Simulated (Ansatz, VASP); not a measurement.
# AlGa2As3: VASP beside Ansatz

```xyz
12
Lattice="4.0477 0.0000 0.0000 -2.0239 3.5054 0.0000 0.0000 0.0000 19.9903" Properties=species:S:1:pos:R:3 pbc="T T T"
Al    0.0000    2.3370    6.6548
Al    2.0239    1.1685   16.6499
Ga    0.0000    2.3370   13.3315
Ga    0.0000    2.3370   19.9901
Ga    2.0239    1.1685    3.3363
Ga    2.0239    1.1685    9.9949
As    0.0000    2.3370    2.4953
As    0.0000    2.3370    9.1474
As    0.0000    2.3370   15.8283
As    2.0239    1.1685    5.8331
As    2.0239    1.1685   12.4904
As    2.0239    1.1685   19.1426
```

Alike in both runs: functional PBE; k mesh 12 × 12 × 2; occupations gaussian, width 0.02 eV; no spin polarisation.

Ansatz relaxed the structure, and its values are those at the end. VASP's run is a single point on that final structure, the one shown.

|  | VASP | Ansatz |
| --- | --- | --- |
| version | VASP 6.6.1 | Ansatz 0.2.0 |
| potentials or method | VASP PAW PBE potentials, release 64 (Al, Ga_d, As), cutoff 520 eV | scalar-relativistic, plane waves, PAW |
| valence electrons in the cell | 88 | 148 |

```tsv
	VASP	Ansatz	Ansatz less VASP
gap on the k mesh at the Fermi level (eV)	0.52	0.52	-0.001
least direct gap on the mesh (eV)	0.52	0.52	-0.001
pressure (GPa)	0.2	0.0	-0.17
```

The functional is the same, so the differences come from potentials, cutoffs and numerics. VASP's potentials hold 88 valence electrons a cell and Ansatz's 148, so a difference there can come from the potentials and not from the codes.
